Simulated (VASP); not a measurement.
A run of VASP 6.6.1 is set up as follows.

INCAR

```
SYSTEM = BN
ALGO = Normal ; EDIFF = 1E-7
ENCUT = 520 ; GGA = PE
ISIF = 2 ; ISMEAR = 0
IVDW = 12 ; LASPH = .TRUE.
LCHARG = .FALSE. ; LREAL = .FALSE.
LWAVE = .FALSE. ; NBANDS = 16
NELM = 80 ; PREC = Accurate
SIGMA = 0.05
```

Contents of KPOINTS:

```
k-points
0
G
  12 12 4
  0 0 0
```

The input POSCAR:

```
BN
1.0
    2.5064381059      0.0000000000      0.0000000000
   -1.2532190530      2.1706390727      0.0000000000
    0.0000000000      0.0000000000      6.6168468515
B N
2 2
Direct
    0.3333333333      0.6666666667      0.2500000000
    0.6666666667      0.3333333333      0.7500000000
    0.4715414785      0.9430829569      0.7500000000
    0.6666666667      0.3333333333      0.2500000000
```

Potentials or basis: VASP PAW PBE potentials, release 64 (B, N).

Launch:

```bash
$ cat potpaw_PBE.64/B/POTCAR potpaw_PBE.64/N/POTCAR > POTCAR
$ mpirun -np 1 vasp_std > vasp.out
```

(1) Estimate the pressure.

(2) Predict the band gap on the k mesh.

(3) Predict the dispersion energy per atom.

Answers

(1) 148.2 GPa.

(2) 4.53 eV, indirect (the least direct gap lies 4.6 meV higher).

(3) -0.143 eV.

Caveat: the cell differs from its parent crystal (atom 3 (N) moved by (+0.600, +0.000) A along y and z); forces of over 1 eV/Å act on the atoms, so gaps and moduli don't describe the material at rest.
